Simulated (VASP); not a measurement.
# Ba (Fm-3m) in VASP: settings compared

Aim: see how the results for Ba move with the level of theory and the settings. Levels: PBEsol, PBEsol+D3(BJ). Tasks: relaxation of cell and atoms, single point.

Program: VASP 6.6.1. These are calculated values, not measurements. Logs are shortened: lines on timing, memory, paths and dates and some standing lists are left out, and cuts for length are marked.

**1. The cell of the first run**

The structure is cubic, space group Fm-3m (No. 225). Conventional cell: a = 6.145 Å, b = 6.145 Å, c = 6.145 Å, α = 90.00°, β = 90.00°, γ = 90.00°. Within 5.7 Å of Ba (site symmetry m-3m) lie 12 Ba at 4.35 Å.

This isn't the form of Ba at room conditions, which is bcc.

**2. Relaxation of cell and atoms, PBEsol**

Input file INCAR:

```
SYSTEM = Ba
PREC = Accurate ; ENCUT = 600
EDIFF = 1E-6 ; ISMEAR = -1
SIGMA = 0.08 ; LREAL = .FALSE.
LASPH = .TRUE. ; NELM = 100
ALGO = Normal ; ISIF = 3
LWAVE = .FALSE. ; LCHARG = .FALSE.
GGA = PS ; IBRION = 2
NSW = 60 ; EDIFFG = -0.005
```

Input file KPOINTS:

```
regular mesh
0
G
  12 12 12
  0 0 0
```

Input file POSCAR:

```
Ba
1.0
    0.0000000000      3.0725816578      3.0725816578
    3.0725816578      0.0000000000      3.0725816578
    3.0725816578      3.0725816578      0.0000000000
Ba
1
Direct
    0.0000000000      0.0000000000      0.0000000000
```

Potentials or basis: VASP PAW PBE potentials, release 64 (Ba_sv).

The run is started by

```bash
$ cat potpaw_PBE.64/Ba_sv/POTCAR > POTCAR
$ mpirun -np 1 vasp_std > vasp.out
```

OUTCAR:

```text
SYSTEM = Ba
   PREC = Accurate
   ENCUT = 600
   EDIFF = 1E-6
   ISMEAR = -1
   LREAL = .FALSE.
   LASPH = .TRUE.
   NELM = 100
   ISIF = 3
   GGA = PS
   IBRION = 2
   NSW = 60
   EDIFFG = -0.005

 ion  position               nearest neighbor table
   1  0.000  0.000  0.000-

  LATTYP: Found a face centered cubic cell.
 ALAT       =     6.1451633156

  Lattice vectors:

 A1 = (   0.0000000000,   3.0725816578,   3.0725816578)
 A2 = (   3.0725816578,   0.0000000000,   3.0725816578)
 A3 = (   3.0725816578,   3.0725816578,   0.0000000000)

Analysis of symmetry for initial positions (statically):
=====================================================================
 Subroutine PRICEL returns:
 Original cell was already a primitive cell.

 Routine SETGRP: Setting up the symmetry group for a
 face centered cubic supercell.

 Subroutine GETGRP returns: Found 48 space group operations
 (whereof 48 operations were pure point group operations)
 out of a pool of 48 trial point group operations.

The static configuration has the point symmetry O_h .

Analysis of symmetry for dynamics (positions and initial velocities):
=====================================================================
 Subroutine PRICEL returns:
 Original cell was already a primitive cell.

 Routine SETGRP: Setting up the symmetry group for a
 face centered cubic supercell.

 Subroutine GETGRP returns: Found 48 space group operations
 (whereof 48 operations were pure point group operations)
 out of a pool of 48 trial point group operations.

The dynamic configuration has the point symmetry O_h .

 Subroutine INISYM returns: Found 48 space group operations
 (whereof 48 operations are pure point group operations),
 and found     1 'primitive' translations

----------------------------------------------------------------------------------------

                                     Primitive cell

  volume of cell :      58.0150

  direct lattice vectors                    reciprocal lattice vectors
     0.000000000  3.072581658  3.072581658    -0.162729605  0.162729605  0.162729605
     3.072581658  0.000000000  3.072581658     0.162729605 -0.162729605  0.162729605
     3.072581658  3.072581658  0.000000000     0.162729605  0.162729605 -0.162729605

  length of vectors
     4.345286652  4.345286652  4.345286652     0.281855944  0.281855944  0.281855944

  position of ions in fractional coordinates (direct lattice)
     0.000000000  0.000000000  0.000000000

  ion indices of the primitive-cell ions
   primitive index   ion index
                 1           1

----------------------------------------------------------------------------------------

 KPOINTS: regular mesh

Automatic generation of k-mesh.
 Grid dimensions read from file:
 generate k-points for:   12   12   12

 Generating k-lattice:

  Cartesian coordinates                     Fractional coordinates (reciprocal lattice)
    -0.013560800  0.013560800  0.013560800     0.083333333  0.000000000  0.000000000
     0.013560800 -0.013560800  0.013560800     0.000000000  0.083333333  0.000000000
     0.013560800  0.013560800 -0.013560800     0.000000000  0.000000000  0.083333333

  Length of vectors
     0.023487995  0.023487995  0.023487995

  Shift w.r.t. Gamma in fractional coordinates (k-lattice)
     0.000000000  0.000000000  0.000000000

 Subroutine IBZKPT returns following result:
 ===========================================

 Found     72 irreducible k-points:

 Following reciprocal coordinates:
            Coordinates               Weight
  0.000000  0.000000  0.000000      1.000000
  0.083333  0.000000  0.000000      8.000000
  0.166667  0.000000  0.000000      8.000000
  0.250000  0.000000  0.000000      8.000000
  0.333333  0.000000  0.000000      8.000000
  0.416667  0.000000  0.000000      8.000000
[... 16 lines left out ...]
  0.500000  0.166667  0.000000     24.000000
 -0.416667  0.166667  0.000000     24.000000
 [... further k-points ...]
   k-points           NKPTS =     72   k-points in BZ     NKDIM =     72   number of bands    NBANDS=      9
   number of dos      NEDOS =    301   number of ions     NIONS =      1
   total plane-waves  NPLWV =  46656
   dimension x,y,z NGX =    36 NGY =   36 NGZ =   36
   dimension x,y,z NGXF=    72 NGYF=   72 NGZF=   72
   ions per type =               1
   NGX,Y,Z   is equivalent  to a cutoff of  13.77, 13.77, 13.77 a.u.
   NGXF,Y,Z  is equivalent  to a cutoff of  27.55, 27.55, 27.55 a.u.
 SYSTEM =  Ba
   PREC   = accura    normal or accurate (medium, high low for compatibility)
   ISTART =      0    job   : 0-new  1-cont  2-samecut
   ICHARG =      2    charge: 1-file 2-atom 10-const
   ISPIN  =      1    spin polarized calculation?
   LNONCOLLINEAR =      F non collinear calculations
   LSORBIT =      F    spin-orbit coupling
   LASPH  =      T    aspherical Exc in radial PAW
   ENCUT  =  600.0 eV  44.10 Ry    6.64 a.u.   8.68  8.68  8.68*2*pi/ulx,y,z
   NELM   =    100;   NELMIN=  2; NELMDL= -5     # of ELM steps
   EDIFF  = 0.1E-05   stopping-criterion for ELM
   LREAL  =      F    real-space projection
   EDIFFG = -.5E-02   stopping-criterion for IOM
   NSW    =     60    number of steps for IOM
   IBRION =      2    ionic relax: 0-MD 1-quasi-New 2-CG
   NFREE  =      1    steps in history (QN), initial steepest desc. (CG)
   ISIF   =      3    stress and relaxation
   ISYM   =      2    0-nonsym 1-usesym 2-fastsym
   POTIM  = 0.5000    time-step for ionic-motion
   TEBEG  =    0.0;   TEEND  =   0.0 temperature during run
   PSTRESS=    0.0 pullay stress
   NELECT =      10.0000    total number of electrons
   NUPDOWN=      -1.0000    fix difference up-down
   EMIN   =  10.00;   EMAX   =-10.00  energy-range for DOS
   EFERMI =   0.00;   METHOD = LEGACY
   ISMEAR =    -1;   SIGMA  =   0.08  broadening in eV -4-tet -1-fermi 0-gaus
   EFERMI_NEDOS =   21; number of points for ismear=-14 and -15
   IALGO  =     38    algorithm
   IMIX   =      4    mixing-type and parameters
     AMIX     =   0.40;   BMIX     =  1.00
     AMIX_MAG =   1.60;   BMIX_MAG =  1.00
  volume/ion in A,a.u.               =      58.02       391.50
  Fermi-wavevector in a.u.,A,eV,Ry     =   0.911090  1.721711 11.293998  0.830085
  Thomas-Fermi vector in A             =   2.035329
   LORBIT       =      0    0 simple, 1 ext, 2 COOP (PROOUT), +10 PAW based schemes
   GGA     = PS    functional components
   LHFCALC =     F    Hartree Fock is set to
   AEXX    =    0.0000 exact exchange contribution
   IVDW    =     0    specifies the selected vdW correction
   LEPSILON=     F    determine dielectric tensor
   LRPA    =     F    only Hartree local field effects (RPA)
 conjugate gradient relaxation of ions
 non-spin polarized calculation
  energy-cutoff  :      600.00
  volume of cell :       58.02
 maximum number of plane-waves:      1964
   NGX = 17   NGY = 17   NGZ = 17

--------------------------------------- Ionic step        1  -------------------------------------------

 number of electron      10.0000001 magnetization

 Free energy of the ion-electron system (eV)
  ---------------------------------------------------
  ext. energy  EPLUGINS =         0.00000000
  ---------------------------------------------------
  free energy    TOTEN  =        -2.14824389 eV

  energy without entropy =       -2.11389264  energy(sigma->0) =       -2.13106826

------------------------ aborting loop because EDIFF is reached ----------------------------------------

  FORCE on cell =-STRESS in cart. coord.  units (eV):
  Direction    XX          YY          ZZ          XY          YZ          ZX
  --------------------------------------------------------------------------------------
  -------------------------------------------------------------------------------------
  Total        0.0541973      0.0541973      0.0541973     -0.0000000      0.0000000      0.0000000
  in kB        1.4967456      1.4967456      1.4967456     -0.0000000      0.0000000      0.0000000
  external PRESSURE =       1.4967456 kB  Pullay stress =       0.0000000 kB

 VOLUME and BASIS-vectors are now :
 -----------------------------------------------------------------------------
  energy-cutoff  :      600.00
  volume of cell :       58.02
      direct lattice vectors                 reciprocal lattice vectors
     0.000000000  3.072581658  3.072581658    -0.162729605  0.162729605  0.162729605
     3.072581658  0.000000000  3.072581658     0.162729605 -0.162729605  0.162729605
     3.072581658  3.072581658  0.000000000     0.162729605  0.162729605 -0.162729605
[... 141 lines left out ...]
 POSITION                                       TOTAL-FORCE (eV/Angst)
 -----------------------------------------------------------------------------------
      0.00000      0.00000      0.00000         0.000000      0.000000      0.000000
 -----------------------------------------------------------------------------------
    total drift:                               -0.000000      0.000000      0.000000

  FREE ENERGIE OF THE ION-ELECTRON SYSTEM (eV)
  ---------------------------------------------------
  free  energy   TOTEN  =        -2.1486927497 eV

  energy  without entropy=       -2.1141348656  energy(sigma->0) =       -2.13141381

--------------------------------------- Ionic step        6  -------------------------------------------

 number of electron      10.0000000 magnetization

 Free energy of the ion-electron system (eV)
  ---------------------------------------------------
  ext. energy  EPLUGINS =         0.00000000
  ---------------------------------------------------
  free energy    TOTEN  =        -2.14869445 eV

  energy without entropy =       -2.11413424  energy(sigma->0) =       -2.13141435

 E-fermi :   1.7833     XC(G=0):  -7.7153

 val. band max:        1.7717142915   @ k =  -0.3333   0.3333   0.0000
 cond. band min:       1.7920422436   @ k =   0.4167   0.3333   0.0000
 fundamental gap:      0.0203279522
 Fermi energy:         1.7832739374

 k-point     1 :       0.0000    0.0000    0.0000
  band No.  band energies     occupation
      1     -26.9751      2.00000
      2     -11.8716      2.00000
      3     -11.8716      2.00000
      4     -11.8716      2.00000
      5      -1.0507      2.00000
      6       3.6143      0.00000
      7       3.6143      0.00000
      8       3.6143      0.00000
      9       5.3129      0.00000

 k-point     2 :       0.0833    0.0000    0.0000
  band No.  band energies     occupation
      1     -26.9715      2.00000
      2     -11.9132      2.00000
      3     -11.8767      2.00000
      4     -11.8767      2.00000
      5      -0.9170      2.00000
      6       3.4517      0.00000
      7       3.6784      0.00000
      8       3.6784      0.00000
      9       5.2213      0.00000
[... 253 lines left out ...]
 k-point    24 :      -0.4167    0.1667    0.0000
  band No.  band energies     occupation
      1     -26.9160      2.00000
      2     -12.3918      2.00000
      3     -12.0531      2.00000
      4     -11.9673      2.00000
      5       1.2418      1.99770
      6       2.4822      0.00032
      7       3.1498      0.00000
      8       3.8648      0.00000
      9       6.2163      0.00000

 [... further k-points ...]

------------------------ aborting loop because EDIFF is reached ----------------------------------------

  FORCE on cell =-STRESS in cart. coord.  units (eV):
  Direction    XX          YY          ZZ          XY          YZ          ZX
  --------------------------------------------------------------------------------------
  -------------------------------------------------------------------------------------
  Total       -0.0023668     -0.0023668     -0.0023668      0.0000000      0.0000000     -0.0000000
  in kB       -0.0641694     -0.0641694     -0.0641694      0.0000000      0.0000000     -0.0000000
  external PRESSURE =      -0.0641694 kB  Pullay stress =       0.0000000 kB

 VOLUME and BASIS-vectors are now :
 -----------------------------------------------------------------------------
  energy-cutoff  :      600.00
  volume of cell :       59.09
      direct lattice vectors                 reciprocal lattice vectors
    -0.000000000  3.091530576  3.091530576    -0.161732187  0.161732187  0.161732187
     3.091530576 -0.000000000  3.091530576     0.161732187 -0.161732187  0.161732187
     3.091530576  3.091530576  0.000000000     0.161732187  0.161732187 -0.161732187

 POSITION                                       TOTAL-FORCE (eV/Angst)
 -----------------------------------------------------------------------------------
      0.00000      0.00000      0.00000         0.000000      0.000000      0.000000
 -----------------------------------------------------------------------------------
    total drift:                               -0.000000      0.000000      0.000000

  FREE ENERGIE OF THE ION-ELECTRON SYSTEM (eV)
  ---------------------------------------------------
  free  energy   TOTEN  =        -2.1486944534 eV

  energy  without entropy=       -2.1141342405  energy(sigma->0) =       -2.13141435

 reached required accuracy - stopping structural energy minimisation
```

Run time: 49 s. Hardware: 1 thread of Intel Xeon 6975P-C (Granite Rapids), shared host; peak memory 0.23 GiB.

What came out:

| Item | Value |
| --- | --- |
| Free energy | -2.1487 eV |
| Relaxed volume | 59.09 Å³/atom |
| Relaxed cell | a = 4.372 Å, b = 4.372 Å, c = 4.372 Å, α = 60.00°, β = 60.00°, γ = 60.00° |
| Space group after relaxing (to 0.1 Å) | Fm-3m (No. 225) |
| Energy gained by relaxing | 0.5 meV/atom |
| Ionic steps | 6 |
| Pressure after relaxing | 0.0 GPa |
| Band gap on the k mesh | zero (bands 5 and 6 overlap by 0.40 eV) |

The path:
| step | energy change (eV) | largest force (eV/Å) | pressure (GPa) | volume (Å³) |
| --- | --- | --- | --- | --- |
| 1 | 0.0000 | 0.0000 | 0.15 | 58.02 |
| 2 | -0.0003 | 0.0000 | 0.09 | 58.47 |
| 3 | -0.0004 | 0.0000 | -0.04 | 59.27 |
| 4 | -0.0004 | 0.0000 | 0.03 | 59.04 |
| 5 | -0.0004 | 0.0000 | -0.02 | 59.14 |
| 6 | -0.0005 | 0.0000 | -0.01 | 59.09 |

Final structure:
```
Ba
1.0
     0.00000    3.09153    3.09153
     3.09153    0.00000    3.09153
     3.09153    3.09153    0.00000
Ba
1
Direct
  0.00000 0.00000 0.00000
```

Caveat: the PAW data sets were made with another functional, which shifts forces and pressure a little; spin-orbit coupling is left out, which moves the levels of the heavy elements.

**3. Single point, PBEsol+D3(BJ)**

This run uses another cell than the first one, of 38.03 Å³/atom.

Input file INCAR:

```
SYSTEM = Ba
ALGO = Normal ; EDIFF = 1E-7
ENCUT = 520 ; GGA = PS
ISIF = 2 ; ISMEAR = -1
ISYM = 0 ; IVDW = 12
LASPH = .TRUE. ; LCHARG = .FALSE.
LREAL = .FALSE. ; LWAVE = .FALSE.
NBANDS = 11 ; NELM = 100
PREC = Accurate ; SIGMA = 0.08
```

Input file KPOINTS:

```
Automatic mesh
0
Gamma
  12 12 12
  0.5 0.5 0.5
```

Input file POSCAR:

```
Ba
1.0
    0.0000000000      2.6690620498      2.6690620498
    2.6690620498      0.0000000000      2.6690620498
    2.6690620498      2.6690620498      0.0000000000
Ba
1
Direct
    0.0000000000      0.0000000000      0.0000000000
```

Potentials or basis: VASP PAW PBE potentials, release 64 (Ba_sv).

The run is started by

```bash
$ cat potpaw_PBE.64/Ba_sv/POTCAR > POTCAR
$ mpirun -np 1 vasp_std > vasp.out
```

Wall time 6.1 min (1 thread of Intel Xeon 6975P-C (Granite Rapids), shared host); peak memory 1.4 GiB.

The run converged. Its results:

- Free energy: -2.2496 eV
- Pressure: 4.7 GPa
- Band gap on the k mesh: zero (bands 5 and 6 overlap by 1.38 eV)
- Dispersion energy per atom: -0.424 eV

Levels at points of the mesh, in eV from the Fermi level:
```tsv
k point	band 1	band 2	band 3	band 4	band 5	band 6	band 7	band 8	band 9	band 10
(0.04, 0.04, 0.04)	-28.34	-12.57	-12.54	-12.54	-2.50	2.20	2.29	2.29	4.99	4.99
```

Caveat: the cell stands under pressure; the PAW data sets were made with another functional, which shifts forces and pressure a little; spin-orbit coupling is left out, which moves the levels of the heavy elements.
